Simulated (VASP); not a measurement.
Set up this calculation in VASP 6.6.1, as the native input.

```yaml
Task: single point
Functional: PBEsol
Potentials_or_basis: VASP PAW PBE potentials, release 64 (B, N)
Cutoff: 520 eV
k_mesh: 12 × 12 × 12
Occupations: gaussian, width 0.05 eV
Spin: no spin polarisation
Dipole_correction: no
Further_INCAR_settings: ALGO = Normal; EDIFF = 1e-06; NBANDS = 11
```

The structure of BN lies in POSCAR:

```
BN
1.0
    0.0000000000      3.4953158300      2.1660912400
    1.2516321000      0.0000000000      2.1660912400
    1.2516321000      3.4953158300      0.0000000000
B N
1 1
Direct
   -0.0098528042     -0.0823821099      0.9693925531
    0.6666513400      0.6666513400      0.3333486600
```

This cell differs from its parent crystal: atom 1 (B) moved by (-0.200, -0.200) A along [1 1 0] and z.

These files were run (other wordings do the same):

INCAR

```
ALGO     = Normal         # electronic algorithm
EDIFF    = 1E-6           # SCF threshold, eV
ENCUT    = 520            # plane-wave cutoff, eV
GGA      = PS             # functional
ISIF     = 2              # what is computed and relaxed
ISMEAR   = 0              # smearing method
LASPH    = True           # aspherical terms in the spheres
LCHARG   = True           # write CHGCAR
LELF     = True           # ELF
LREAL    = False          # projectors in reciprocal space
LVHAR    = True         
LWAVE    = False          # write WAVECAR
NBANDS   = 11             # bands
NELM     = 80             # most SCF steps
PREC     = Accurate       # precision mode
SIGMA    = 0.05           # smearing width, eV
```

KPOINTS

```
k-points
0
Gamma
  12 12 12
```

Potentials or basis: VASP PAW PBE potentials, release 64 (B, N).

Command:

```sh
$ cat potpaw_PBE.64/B/POTCAR potpaw_PBE.64/N/POTCAR > POTCAR
$ mpirun -np 1 vasp_std > vasp.out
```

Results of the run:

```
Pressure               : 19.4 GPa
Largest force          : 10.025 eV/Å
Band gap on the k mesh : 1.35 eV (least direct gap 3.09 eV)
```

Caveat: the cell differs from its parent crystal (atom 1 (B) moved by (-0.200, -0.200) A along [1 1 0] and z); the cell stands under pressure; the PAW data sets were made with another functional, which shifts forces and pressure a little.

Wall time 5 min on 1 thread of Intel Xeon 8259CL, on a shared host, peak memory 0.29 GiB.
